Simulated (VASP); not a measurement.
# BAs (F-43m) in VASP: single point with LDA

Aim: the single point of BAs with LDA.

All numbers are computed with VASP 6.6.1; they aren't measurements. Logs are shortened: lines on timing, memory, paths and dates and some standing lists are left out, and cuts for length are marked.

### 1 The cell of the first run

It takes space group F-43m (No. 216, cubic). The conventional cell has a = 4.567 Å, b = 4.567 Å, c = 4.567 Å, α = 90.00°, β = 90.00°, γ = 90.00°. B (site symmetry -43m) has 4 As at 1.98 Å within 2.6 Å. As (site symmetry -43m) has 4 B at 1.98 Å within 2.6 Å.

### 2 Single point, LDA

Contents of INCAR:

```
SYSTEM = BAs
PREC = Accurate
ENCUT = 560
EDIFF = 1E-6
ISMEAR = 0
SIGMA = 0.02
LREAL = .FALSE.
LASPH = .TRUE.
NELM = 120
ALGO = Normal
ISIF = 2
LWAVE = .FALSE.
LCHARG = .FALSE.
NBANDS = 16
GGA_COMPAT = .FALSE.
```

Contents of KPOINTS:

```
Automatic mesh
0
G
  10 10 10
  0 0 0
```

Contents of POSCAR:

```
BAs
1.0
    0.0000000000      2.2835970547      2.2835970547
    2.2835970547      0.0000000000      2.2835970547
    2.2835970547      2.2835970547      0.0000000000
B As
1 1
Direct
    0.0000000000      0.0000000000      0.0000000000
    0.2500000000      0.2500000000      0.2500000000
```

Potentials or basis: VASP PAW LDA potentials, release 64 (B, As_d).

Launch:

```sh
$ cat potpaw_LDA.64/B/POTCAR potpaw_LDA.64/As_d/POTCAR > POTCAR
$ mpirun -np 1 vasp_std > vasp.out
```

OUTCAR:

```text
SYSTEM = BAs
   PREC = Accurate
   ENCUT = 560
   EDIFF = 1E-6
   ISMEAR = 0
   LREAL = .FALSE.
   LASPH = .TRUE.
   NELM = 120
   ISIF = 2

 ion  position               nearest neighbor table
   1  0.000  0.000  0.000-   2 1.98   2 1.98   2 1.98   2 1.98
   2  0.250  0.250  0.250-   1 1.98   1 1.98   1 1.98   1 1.98

  LATTYP: Found a face centered cubic cell.
 ALAT       =     4.5671941094

  Lattice vectors:

 A1 = (   0.0000000000,   2.2835970547,   2.2835970547)
 A2 = (   2.2835970547,   0.0000000000,   2.2835970547)
 A3 = (   2.2835970547,   2.2835970547,   0.0000000000)

Analysis of symmetry for initial positions (statically):
=====================================================================
 Subroutine PRICEL returns:
 Original cell was already a primitive cell.

 Routine SETGRP: Setting up the symmetry group for a
 face centered cubic supercell.

 Subroutine GETGRP returns: Found 24 space group operations
 (whereof 24 operations were pure point group operations)
 out of a pool of 48 trial point group operations.

The static configuration has the point symmetry T_d .

Analysis of symmetry for dynamics (positions and initial velocities):
=====================================================================
 Subroutine PRICEL returns:
 Original cell was already a primitive cell.

 Routine SETGRP: Setting up the symmetry group for a
 face centered cubic supercell.

 Subroutine GETGRP returns: Found 24 space group operations
 (whereof 24 operations were pure point group operations)
 out of a pool of 48 trial point group operations.

The dynamic configuration has the point symmetry T_d .

 Subroutine INISYM returns: Found 24 space group operations
 (whereof 24 operations are pure point group operations),
 and found     1 'primitive' translations

----------------------------------------------------------------------------------------

                                     Primitive cell

  volume of cell :      23.8171

  direct lattice vectors                    reciprocal lattice vectors
     0.000000000  2.283597055  2.283597055    -0.218952813  0.218952813  0.218952813
     2.283597055  0.000000000  2.283597055     0.218952813 -0.218952813  0.218952813
     2.283597055  2.283597055  0.000000000     0.218952813  0.218952813 -0.218952813

  length of vectors
     3.229493926  3.229493926  3.229493926     0.379237397  0.379237397  0.379237397

  position of ions in fractional coordinates (direct lattice)
     0.000000000  0.000000000  0.000000000
[... 66 lines left out ...]
   NGX,Y,Z   is equivalent  to a cutoff of  14.41, 14.41, 14.41 a.u.
   NGXF,Y,Z  is equivalent  to a cutoff of  28.83, 28.83, 28.83 a.u.
 SYSTEM =  BAs
   PREC   = accura    normal or accurate (medium, high low for compatibility)
   ISTART =      0    job   : 0-new  1-cont  2-samecut
   ICHARG =      2    charge: 1-file 2-atom 10-const
   ISPIN  =      1    spin polarized calculation?
   LNONCOLLINEAR =      F non collinear calculations
   LSORBIT =      F    spin-orbit coupling
   LASPH  =      T    aspherical Exc in radial PAW
   ENCUT  =  560.0 eV  41.16 Ry    6.42 a.u.   6.23  6.23  6.23*2*pi/ulx,y,z
   NELM   =    120;   NELMIN=  2; NELMDL= -5     # of ELM steps
   EDIFF  = 0.1E-05   stopping-criterion for ELM
   LREAL  =      F    real-space projection
[... 7 lines left out ...]
   TEBEG  =    0.0;   TEEND  =   0.0 temperature during run
   PSTRESS=    0.0 pullay stress
   NELECT =      18.0000    total number of electrons
   NUPDOWN=      -1.0000    fix difference up-down
   EMIN   =  10.00;   EMAX   =-10.00  energy-range for DOS
   EFERMI =   0.00;   METHOD = LEGACY
   ISMEAR =     0;   SIGMA  =   0.02  broadening in eV -4-tet -1-fermi 0-gaus
   EFERMI_NEDOS =   21; number of points for ismear=-14 and -15
   IALGO  =     38    algorithm
   IMIX   =      4    mixing-type and parameters
     AMIX     =   0.40;   BMIX     =  1.00
     AMIX_MAG =   1.60;   BMIX_MAG =  1.00
  volume/ion in A,a.u.               =      11.91        80.36
  Fermi-wavevector in a.u.,A,eV,Ry     =   1.491201  2.817961 30.255010  2.223680
  Thomas-Fermi vector in A             =   2.603886
   LORBIT       =      0    0 simple, 1 ext, 2 COOP (PROOUT), +10 PAW based schemes
   GGA     = CA    functional components
   LHFCALC =     F    Hartree Fock is set to
   AEXX    =    0.0000 exact exchange contribution
   IVDW    =     0    specifies the selected vdW correction
   LEPSILON=     F    determine dielectric tensor
   LRPA    =     F    only Hartree local field effects (RPA)
 non-spin polarized calculation
 Gauss-broadening in eV      SIGMA  =   0.02
  energy-cutoff  :      560.00
  volume of cell :       23.82
 maximum number of plane-waves:       728
 NGX is ok and might be reduce to    28
   NGX = 13   NGY = 13   NGZ = 13

 number of electron      18.0000007 magnetization

 Free energy of the ion-electron system (eV)
  ---------------------------------------------------
  ext. energy  EPLUGINS =         0.00000000
  ---------------------------------------------------
  free energy    TOTEN  =       -12.78641788 eV

  energy without entropy =      -12.78641788  energy(sigma->0) =      -12.78641788

 E-fermi :   6.3801     XC(G=0): -12.0991

 val. band max:        6.2200249029   @ k =   0.0000   0.0000   0.0000
 cond. band min:       7.2222718848   @ k =   0.4000   0.4000   0.0000
 fundamental gap:      1.0022469819
 Fermi energy:         6.3800931075

 k-point     1 :       0.0000    0.0000    0.0000
  band No.  band energies     occupation
      1     -29.8516      2.00000
      2     -29.8516      2.00000
      3     -29.8516      2.00000
      4     -29.8125      2.00000
      5     -29.8125      2.00000
      6     -10.4502      2.00000
[... 433 lines left out ...]
      3     -29.8306      2.00000
      4     -29.8203      2.00000
      5     -29.8048      2.00000
      6      -7.4466      2.00000
[... 8 lines left out ...]
     15      23.4255      0.00000
     16      23.7287      0.00000

 [... further k-points ...]
[... 5 lines left out ...]
  --------------------------------------------------------------------------------------
  -------------------------------------------------------------------------------------
  Total        2.9427279      2.9427279      2.9427279     -0.0000000      0.0000000     -0.0000000
  in kB      197.9576396    197.9576396    197.9576396     -0.0000000      0.0000000     -0.0000000
  external PRESSURE =     197.9576396 kB  Pullay stress =       0.0000000 kB

 VOLUME and BASIS-vectors are now :
 -----------------------------------------------------------------------------
  energy-cutoff  :      560.00
  volume of cell :       23.82
      direct lattice vectors                 reciprocal lattice vectors
     0.000000000  2.283597055  2.283597055    -0.218952813  0.218952813  0.218952813
     2.283597055  0.000000000  2.283597055     0.218952813 -0.218952813  0.218952813
     2.283597055  2.283597055  0.000000000     0.218952813  0.218952813 -0.218952813

 POSITION                                       TOTAL-FORCE (eV/Angst)
 -----------------------------------------------------------------------------------
      0.00000      0.00000      0.00000        -0.000000     -0.000000     -0.000000
      1.14180      1.14180      1.14180         0.000000      0.000000      0.000000
 -----------------------------------------------------------------------------------
    total drift:                                0.000001      0.000001      0.000001

  FREE ENERGIE OF THE ION-ELECTRON SYSTEM (eV)
  ---------------------------------------------------
  free  energy   TOTEN  =       -12.7864178778 eV

  energy  without entropy=      -12.7864178778  energy(sigma->0) =      -12.78641788
```

stdout:

```text
POSCAR found type information on POSCAR B As
 POSCAR found :  2 types and       2 ions
 scaLAPACK will be used
 LDA part: xc-table for (Slater(with rela. corr.)+CA(PZ))
 , standard interpolation
 POSCAR, INCAR and KPOINTS ok, starting setup
 FFT: planning ... GRIDC
 FFT: planning ... GRID_SOFT
 FFT: planning ... GRID
 WAVECAR not read
 entering main loop
```

It took 16 s on 1 thread of AMD EPYC 7R13 (Zen 3), shared host; peak memory 0.12 GiB.

Results:

| Quantity | Value |
| --- | --- |
| Free energy | -12.7864 eV |
| Pressure | 19.8 GPa |
| Band gap on the k mesh | 1.00 eV (least direct gap 3.44 eV) |

Caveat: the cell stands under pressure. Expect the measured gap to be larger: semilocal functionals such as LDA lack the derivative discontinuity.
